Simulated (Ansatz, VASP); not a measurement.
**MoS2: VASP beside Ansatz**

```xyz
3
Lattice="3.1710 0.0304 0.0000 -1.5591 2.7309 0.0000 0.0000 0.0000 6.8100" Properties=species:S:1:pos:R:3 pbc="T T T"
Mo   -0.0037    0.0001    0.0000
S     0.0194    1.8307    1.5562
S     0.0194    1.8307    5.2538
```

Change from the starting cell: shear_xy strain +1.9%.

Alike in both runs: task single point; functional r2SCAN; k mesh 12 × 12 × 4; no spin polarisation.

|  | VASP | Ansatz |
| --- | --- | --- |
| version | VASP 6.6.1 | Ansatz 0.2.0 |
| potentials or method | VASP PAW PBE potentials, release 64 (Mo_sv, S) | plane waves, PAW |
| plane-wave cutoff (eV) | 520 | 500 |
| occupations | gaussian, width 0.01 eV | fixed |
| valence electrons in the cell | 26 | 26 |

Ansatz gave:

```
gap on the k mesh at the Fermi level (eV)                     : 1.35
pressure (GPa)                                                : 1.0
traceless stress, the component that is largest in VASP (GPa) : -1.51
rms of the force components (eV/Å)                            : 0.020
```

**Question.** What did VASP give for the same quantities?

**Answer.** gap on the k mesh at the Fermi level (eV): 1.36; pressure (GPa): 1.1; traceless stress, the component that is largest in VASP (GPa): -1.51; rms of the force components (eV/Å): 0.018.

VASP's potentials were made for PBE, not for r2SCAN. Atom by atom the forces differ by 0.002 eV/Å (rms over components).
